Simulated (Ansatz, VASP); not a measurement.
## One calculation of TiAl, two programs

INCAR

```
SYSTEM = TiAl
PREC = Accurate ; ENCUT = 520
EDIFF = 1E-6 ; ISMEAR = -1
SIGMA = 0.05 ; LREAL = .FALSE.
LASPH = .TRUE. ; NELM = 100
ALGO = Normal ; ISIF = 2
LWAVE = .FALSE. ; LCHARG = .FALSE.
GGA = PS ; NBANDS = 14
```

Contents of KPOINTS:

```
Automatic mesh
0
G
  11 11 6
  0 0 0
```

File POSCAR:

```
TiAl
1.0
    2.8285106954      0.0000000000      0.0000000000
   -1.4142553477      2.4495621171      0.0000000000
    0.0000000000      0.0000000000      4.6148579117
Ti Al
1 1
Direct
    0.0000000000      0.0000000000      0.0000000000
    0.3333333333      0.6666666667      0.5000000000
```

The input input.yaml:

```yaml
crystal:
  lattice:
    - [2.8285106954, 0.0, 0.0]
    - [-1.4142553477, 2.4495621171, 0.0]
    - [0.0, 0.0, 4.6148579117]
  atoms:
    - { symbol: Ti, position: [0.0, 0.0, 0.0] }
    - { symbol: Al, position: [0.3333333333, 0.6666666667, 0.5] }
kpoints:
  mp_grid: { grid: [11, 11, 6] }
scf:
  occupations: { method: fermi_dirac, width: 0.05 }
hamiltonian:
  xc: pbesol
  pseudopotentials: { kind: all_electron, lapw: { basis_error: 0.001 } }
output:
  forces: true
  stress: true
  eigenvalues: true
```

Change from the starting cell: volume scaled by 0.96.

Alike in both runs: task single point; functional PBEsol; k mesh 11 × 11 × 6; occupations fermi-dirac, width 0.05 eV; no spin polarisation.

|  | VASP | Ansatz |
| --- | --- | --- |
| version | VASP 6.6.1 | Ansatz 0.2.0 |
| potentials or method | VASP PAW PBE potentials, release 64 (Ti_sv, Al), cutoff 520 eV | all-electron LAPW, scalar-relativistic |

Ansatz gave:

- gap on the k mesh at the Fermi level (eV): none
- pressure (GPa): 1.6
- traceless stress, the component that is largest in VASP (GPa): -0.59

What did VASP give for the same quantities?

gap on the k mesh at the Fermi level (eV): none; pressure (GPa): 1.6; traceless stress, the component that is largest in VASP (GPa): -0.53.

VASP's potentials were made for PBE, not for PBEsol. A gap of «none» marks a metal or a gap that the smearing closes. Ansatz ran all-electron here, and VASP with PAW potentials.
